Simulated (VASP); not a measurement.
# Sn3Te in VASP: notebook, part 2 of 2

VASP 6.6.1. The steps go on from the part before.

## Step 4: Single point, PBEsol (strained and its atoms moved)

The input, INCAR:

```
PREC = Accurate
ENCUT = 520
EDIFF = 1E-6
ISMEAR = 0
SIGMA = 0.1
LREAL = False
LASPH = True
NELM = 100
ALGO = Normal
ISIF = 2
LWAVE = False
LCHARG = True
GGA = PS
LELF = True
LVHAR = True
NBANDS = 32
```

The input, KPOINTS:

```
Automatic mesh
0
Gamma
  10 10 10
```

The input, POSCAR:

```
Sn3Te
1.0
    4.8959834813      0.0000000000      0.0000000000
    0.0000000000      4.8959834813      0.0000000000
    0.0000000000      0.0000000000      4.8959834813
Sn Te
3 1
Direct
    0.5000000000      0.5000000000      0.0000000000
    0.5000000000      0.0000000000      0.5000000000
    0.0000000000      0.5000000000      0.5000000000
    0.0000000000      0.0000000000      0.0000000000
```

Potentials or basis: VASP PAW PBE potentials, release 64 (Sn_d, Te).

Launch:

```bash
$ cat potpaw_PBE.64/Sn_d/POTCAR potpaw_PBE.64/Te/POTCAR > POTCAR
$ mpirun -np 1 vasp_std > vasp.out
```

OUTCAR:

```text
PREC = Accurate
   ENCUT = 520
   EDIFF = 1E-6
   ISMEAR = 0
   LREAL = False
   LASPH = True
   NELM = 100
   ISIF = 2
   GGA = PS

 ion  position               nearest neighbor table
   1  0.500  0.500  0.000-   2 3.46   3 3.46   4 3.46   2 3.46   3 3.46   2 3.46   4 3.46   2 3.46
                             3 3.46   4 3.46   3 3.46   4 3.46
   2  0.500  0.000  0.500-   1 3.46   3 3.46   4 3.46   1 3.46   4 3.46   1 3.46   3 3.46   1 3.46
                             3 3.46   4 3.46   4 3.46   3 3.46
   3  0.000  0.500  0.500-   1 3.46   2 3.46   4 3.46   1 3.46   4 3.46   2 3.46   4 3.46   4 3.46
                             1 3.46   2 3.46   1 3.46   2 3.46
   4  0.000  0.000  0.000-   1 3.46   2 3.46   3 3.46   2 3.46   3 3.46   1 3.46   3 3.46   3 3.46
                             1 3.46   2 3.46   2 3.46   1 3.46

  LATTYP: Found a simple cubic cell.
 ALAT       =     4.8959834813

  Lattice vectors:

 A1 = (   4.8959834813,   0.0000000000,   0.0000000000)
 A2 = (   0.0000000000,   4.8959834813,   0.0000000000)
 A3 = (   0.0000000000,   0.0000000000,   4.8959834813)

Analysis of symmetry for initial positions (statically):
=====================================================================
[... 179 lines left out ...]
 cond. band min:       7.3271140115   @ k =   0.3000   0.3000   0.3000
 fundamental gap:      0.0097063361
 Fermi energy:         7.3262660615

 k-point     1 :       0.0000    0.0000    0.0000
  band No.  band energies     occupation
      1     -14.2798      2.00000
      2     -14.2798      2.00000
      3     -14.2798      2.00000
      4     -14.2643      2.00000
      5     -14.2643      2.00000
      6     -14.2387      2.00000
[... 829 lines left out ...]
     31      12.2607      0.00000
     32      12.9298      0.00000

 [... further k-points ...]

------------------------ aborting loop because EDIFF is reached ----------------------------------------

  FORCE on cell =-STRESS in cart. coord.  units (eV):
  Direction    XX          YY          ZZ          XY          YZ          ZX
  --------------------------------------------------------------------------------------
  -------------------------------------------------------------------------------------
  Total       -2.3302490     -2.3302490     -2.3302490      0.0000000      0.0000000      0.0000000
  in kB      -31.8121549    -31.8121549    -31.8121549      0.0000000      0.0000000      0.0000000
  external PRESSURE =     -31.8121549 kB  Pullay stress =       0.0000000 kB

 VOLUME and BASIS-vectors are now :
 -----------------------------------------------------------------------------
  energy-cutoff  :      520.00
  volume of cell :      117.36
      direct lattice vectors                 reciprocal lattice vectors
     4.895983481  0.000000000  0.000000000     0.204249055  0.000000000  0.000000000
     0.000000000  4.895983481  0.000000000     0.000000000  0.204249055  0.000000000
     0.000000000  0.000000000  4.895983481     0.000000000  0.000000000  0.204249055

 POSITION                                       TOTAL-FORCE (eV/Angst)
 -----------------------------------------------------------------------------------
      2.44799      2.44799      0.00000         0.000000      0.000000      0.000000
      2.44799      0.00000      2.44799         0.000000      0.000000      0.000000
      0.00000      2.44799      2.44799         0.000000      0.000000      0.000000
      0.00000      0.00000      0.00000         0.000000      0.000000      0.000000
 -----------------------------------------------------------------------------------
    total drift:                                0.000000      0.000000      0.000000

  FREE ENERGIE OF THE ION-ELECTRON SYSTEM (eV)
  ---------------------------------------------------
  free  energy   TOTEN  =       -16.0174163859 eV

  energy  without entropy=      -16.0036697226  energy(sigma->0) =      -16.01054305
```

Run time: 1.9 min. Hardware: 1 thread of Intel Xeon Platinum 8488C (Sapphire Rapids), shared host; peak memory 0.31 GiB.

Results:

| Item | Value |
| --- | --- |
| Free energy | -16.0174 eV |
| Pressure | -3.2 GPa |
| Band gap on the k mesh | zero (band 24 reaches 10.02 eV, above the bottom of band 25 at 6.75 eV) |

Levels at points of the mesh, in eV from the Fermi level:
| k point | band 22 | band 23 | band 24 | band 25 | band 26 | band 27 |
| --- | --- | --- | --- | --- | --- | --- |
| (0.00, 0.00, 0.00) | -4.18 | 0.33 | 0.33 | 0.33 | 1.82 | 1.82 |
| (0.50, 0.00, 0.00) | -1.76 | -1.76 | -1.55 | -0.39 | 1.71 | 1.92 |
| (0.50, 0.50, 0.00) | -2.01 | -1.96 | -0.80 | -0.15 | -0.15 | 0.05 |
| (0.50, 0.50, 0.50) | -5.15 | -4.30 | 2.70 | 2.70 | 2.70 | 5.18 |

Caveat: the cell differs from its parent crystal (strained and its atoms moved); the PAW data sets were made with another functional, which shifts forces and pressure a little; spin-orbit coupling is left out, which moves the levels of the heavy elements.

## Step 5: Single point, PBEsol (strained)

The input, INCAR:

```
SYSTEM = Sn3Te
ALGO = Normal
EDIFF = 1E-6
ENCUT = 520
GGA = PS
ISIF = 2
ISMEAR = 0
LASPH = .True.
LCHARG = .True.
LELF = .True.
LREAL = .False.
LVHAR = .True.
LWAVE = .False.
NBANDS = 32
NELM = 100
PREC = Accurate
SIGMA = 0.1
```

The input, KPOINTS:

```
k-points
0
Gamma
  10 10 10
  0 0 0
```

The input, POSCAR:

```
Sn3Te
1.0
    4.8667897493      0.0000000000      0.0000000000
    0.0000000000      4.8667897493      0.0000000000
    0.0000000000      0.0000000000      4.8667897493
Sn Te
3 1
Direct
    0.5000000000      0.5000000000      0.0000000000
    0.5000000000      0.0000000000      0.5000000000
    0.0000000000      0.5000000000      0.5000000000
    0.0000000000      0.0000000000      0.0000000000
```

Launch:

```bash
$ cat potpaw_PBE.64/Sn_d/POTCAR potpaw_PBE.64/Te/POTCAR > POTCAR
$ mpirun -np 1 vasp_std > vasp.out
```

Wall time 1.9 min (1 thread of Intel Xeon Platinum 8488C (Sapphire Rapids), shared host); peak memory 0.31 GiB.

The run converged. Its results:

```yaml
Free_energy: -16.0537 eV
Pressure: -2.5 GPa
Band_gap_on_the_k_mesh: zero (band 24 reaches 10.30 eV, above the bottom of band 25 at 6.98 eV)
```

Levels at points of the mesh, in eV from the Fermi level:
```csv
k point,band 20,band 21,band 22,band 23,band 24,band 25,band 26,band 27,band 28,band 29
"(0.00, 0.00, 0.00)",-4.26,-4.26,-4.26,0.34,0.34,0.34,1.84,1.84,1.84,4.46
"(0.50, 0.00, 0.00)",-3.16,-3.16,-1.80,-1.80,-1.58,-0.43,1.78,2.01,2.29,2.29
"(0.50, 0.50, 0.00)",-2.34,-2.00,-2.00,-1.99,-0.79,-0.17,-0.17,0.04,3.36,3.36
"(0.50, 0.50, 0.50)",-5.25,-5.25,-5.25,-4.39,2.77,2.77,2.77,5.28,5.28,5.28
```

Caveat: the cell differs from its parent crystal (strained); the PAW data sets were made with another functional, which shifts forces and pressure a little; spin-orbit coupling is left out, which moves the levels of the heavy elements.

## Step 6: Single point, PBEsol (strained and its atoms moved)

The input, INCAR:

```
SYSTEM = Sn3Te
PREC = Accurate
ENCUT = 520
EDIFF = 1E-6
ISMEAR = 0
SIGMA = 0.1
LREAL = .False.
LASPH = .True.
NELM = 60
ALGO = Fast
ISIF = 2
LWAVE = .False.
LCHARG = .True.
GGA = PS
LELF = .True.
LVHAR = .True.
NBANDS = 32
```

The input, KPOINTS:

```
regular mesh
0
Gamma
  8 8 8
  0 0 0
```

The input, POSCAR:

```
Sn3Te
1.0
    4.9780665244      0.0000000000      0.0000000000
    0.0000000000      5.1240351844      0.0000000000
    0.0000000000      0.0000000000      5.1240351844
Sn Te
3 1
Direct
    0.5174392531      0.5000000000      0.0000000000
    0.4825607469      0.0000000000      0.5000000000
    0.0000000000      0.5000000000      0.5000000000
    0.0000000000      0.0000000000      0.0000000000
```

Potentials or basis: VASP PAW PBE potentials, release 64 (Sn_d, Te).

Launch:

```bash
$ cat potpaw_PBE.64/Sn_d/POTCAR potpaw_PBE.64/Te/POTCAR > POTCAR
$ mpirun -np 1 vasp_std > vasp.out
```

OUTCAR:

```text
SYSTEM = Sn3Te
   PREC = Accurate
   ENCUT = 520
   EDIFF = 1E-6
   ISMEAR = 0
   LREAL = .False.
   LASPH = .True.
   NELM = 60
   ISIF = 2
   GGA = PS

 ion  position               nearest neighbor table
   1  0.517  0.500  0.000-   3 3.51   4 3.51   3 3.51   4 3.51   2 3.63   2 3.63   2 3.63   2 3.63
                             3 3.63   4 3.63   3 3.63   4 3.63
   2  0.483  0.000  0.500-   3 3.51   4 3.51   4 3.51   3 3.51   1 3.63   1 3.63   1 3.63   1 3.63
                             3 3.63   4 3.63   4 3.63   3 3.63
   3  0.000  0.500  0.500-   1 3.51   2 3.51   1 3.51   2 3.51   4 3.62   4 3.62   4 3.62   4 3.62
                             1 3.63   1 3.63   2 3.63   2 3.63
   4  0.000  0.000  0.000-   1 3.51   2 3.51   2 3.51   1 3.51   3 3.62   3 3.62   3 3.62   3 3.62
                             1 3.63   1 3.63   2 3.63   2 3.63

  LATTYP: Found a simple tetragonal cell.
 ALAT       =     5.1240351844
 C/A-ratio  =     0.9715129474

  Lattice vectors:

 A1 = (   0.0000000000,   5.1240351844,   0.0000000000)
 A2 = (   0.0000000000,   0.0000000000,   5.1240351844)
 A3 = (   4.9780665244,   0.0000000000,   0.0000000000)

Analysis of symmetry for initial positions (statically):
=====================================================================
 Subroutine PRICEL returns:
 Original cell was already a primitive cell.

 Routine SETGRP: Setting up the symmetry group for a
 simple tetragonal supercell.

 Subroutine GETGRP returns: Found  8 space group operations
 (whereof  8 operations were pure point group operations)
 out of a pool of 16 trial point group operations.

The static configuration has the point symmetry D_2d.

Analysis of symmetry for dynamics (positions and initial velocities):
=====================================================================
 Subroutine PRICEL returns:
 Original cell was already a primitive cell.

 Routine SETGRP: Setting up the symmetry group for a
 simple tetragonal supercell.

 Subroutine GETGRP returns: Found  8 space group operations
 (whereof  8 operations were pure point group operations)
 out of a pool of 16 trial point group operations.

The dynamic configuration has the point symmetry D_2d.

 Subroutine INISYM returns: Found  8 space group operations
[... 126 lines left out ...]
   GGA     = PS    functional components
   LHFCALC =     F    Hartree Fock is set to
   AEXX    =    0.0000 exact exchange contribution
   IVDW    =     0    specifies the selected vdW correction
   LEPSILON=     F    determine dielectric tensor
   LRPA    =     F    only Hartree local field effects (RPA)
 non-spin polarized calculation
 RMM-DIIS sequential band-by-band and
 Gauss-broadening in eV      SIGMA  =   0.10
  energy-cutoff  :      520.00
  volume of cell :      130.70
 maximum number of plane-waves:      3559
 NGX is ok and might be reduce to    40
   NGX = 19   NGY = 19   NGZ = 19

 number of electron      48.0000004 magnetization

 Free energy of the ion-electron system (eV)
  ---------------------------------------------------
  ext. energy  EPLUGINS =         0.00000000
  ---------------------------------------------------
  free energy    TOTEN  =       -15.61999122 eV

  energy without entropy =      -15.60414235  energy(sigma->0) =      -15.61206678

 E-fermi :   6.1685     XC(G=0):  -9.6354

 val. band max:        6.1663157504   @ k =   0.2500   0.3750   0.1250
 cond. band min:       6.1695049122   @ k =   0.3750   0.3750   0.2500
 fundamental gap:      0.0031891618
 Fermi energy:         6.1684606452

 k-point     1 :       0.0000    0.0000    0.0000
  band No.  band energies     occupation
      1     -15.4803      2.00000
      2     -15.4774      2.00000
      3     -15.4744      2.00000
      4     -15.4744      2.00000
      5     -15.4733      2.00000
      6     -15.4435      2.00000
[... 829 lines left out ...]
     31      10.2803      0.00000
     32      13.1649      0.00000

 [... further k-points ...]

------------------------ aborting loop because EDIFF is reached ----------------------------------------

  FORCE on cell =-STRESS in cart. coord.  units (eV):
  Direction    XX          YY          ZZ          XY          YZ          ZX
  --------------------------------------------------------------------------------------
  -------------------------------------------------------------------------------------
  Total       -5.2417965     -4.9450902     -4.9450902      0.0000000      0.0000000      0.0000000
  in kB      -64.2548388    -60.6177620    -60.6177620      0.0000000      0.0000000      0.0000000
  external PRESSURE =     -61.8301209 kB  Pullay stress =       0.0000000 kB

 VOLUME and BASIS-vectors are now :
 -----------------------------------------------------------------------------
  energy-cutoff  :      520.00
  volume of cell :      130.70
      direct lattice vectors                 reciprocal lattice vectors
     4.978066524  0.000000000  0.000000000     0.200881205  0.000000000  0.000000000
     0.000000000  5.124035184  0.000000000     0.000000000  0.195158691  0.000000000
     0.000000000  0.000000000  5.124035184     0.000000000  0.000000000  0.195158691

 POSITION                                       TOTAL-FORCE (eV/Angst)
 -----------------------------------------------------------------------------------
      2.57585      2.56202      0.00000         0.109611      0.000000     -0.000000
      2.40222      0.00000      2.56202        -0.109611      0.000000      0.000000
      0.00000      2.56202      2.56202         0.000000      0.000000     -0.000000
      0.00000      0.00000      0.00000         0.000000      0.000000     -0.000000
 -----------------------------------------------------------------------------------
    total drift:                                0.000000     -0.000000      0.000000

  FREE ENERGIE OF THE ION-ELECTRON SYSTEM (eV)
  ---------------------------------------------------
  free  energy   TOTEN  =       -15.6199912210 eV

  energy  without entropy=      -15.6041423450  energy(sigma->0) =      -15.61206678
```

Run time: 4.5 min. Hardware: 1 thread of Intel Xeon Platinum 8259CL at 2.50GHz (Skylake/Cascade Lake), shared host; peak memory 0.42 GiB.

What came out:

```
Free energy            : -15.6200 eV
Pressure               : -6.2 GPa
Largest force          : 0.110 eV/Å
Band gap on the k mesh : zero (band 24 reaches 8.32 eV, above the bottom of band 25 at 5.47 eV)
```

Forces in eV/Å, atoms in the order of the input:
```
Sn   0.110  0.000  0.000
Sn  -0.110  0.000  0.000
Sn   0.000  0.000  0.000
Te   0.000  0.000  0.000
```

Stress tensor (GPa, compression positive):
```
-6.43  0.00  0.00
 0.00 -6.06  0.00
 0.00  0.00 -6.06
```

Caveat: the cell differs from its parent crystal (strained and its atoms moved); the PAW data sets were made with another functional, which shifts forces and pressure a little; spin-orbit coupling is left out, which moves the levels of the heavy elements.

## Step 7: Overview

| level | cell | k mesh | gap on the mesh (eV) | pressure (GPa) |
| --- | --- | --- | --- | --- |
| r2SCAN | a = 4.676 Å, 4 atoms | 10 × 10 × 10 | none | 6.5 |
| PBEsol | a = 4.673 Å, 4 atoms | 10 × 10 × 10 | none | 4.0 |
| PBEsol | a = 4.896 Å, 4 atoms | 10 × 10 × 10 | none | -3.2 |
| PBEsol | a = 4.867 Å, 4 atoms | 10 × 10 × 10 | none | -2.5 |
| PBEsol | a = 4.978, b = 5.124, c = 5.124 Å, 4 atoms | 8 × 8 × 8 | none | -6.2 |

Alike in all rows: task single point; potentials or basis VASP PAW PBE potentials, release 64 (Sn_d, Te); no spin polarisation; cutoff (eV) 520; smearing gaussian 0.1 eV.

Caveats: the PAW data sets were made with another functional, which shifts forces and pressure a little; spin-orbit coupling is left out, which moves the levels of the heavy elements.

Absolute energies hang on the potentials; compare differences alone.
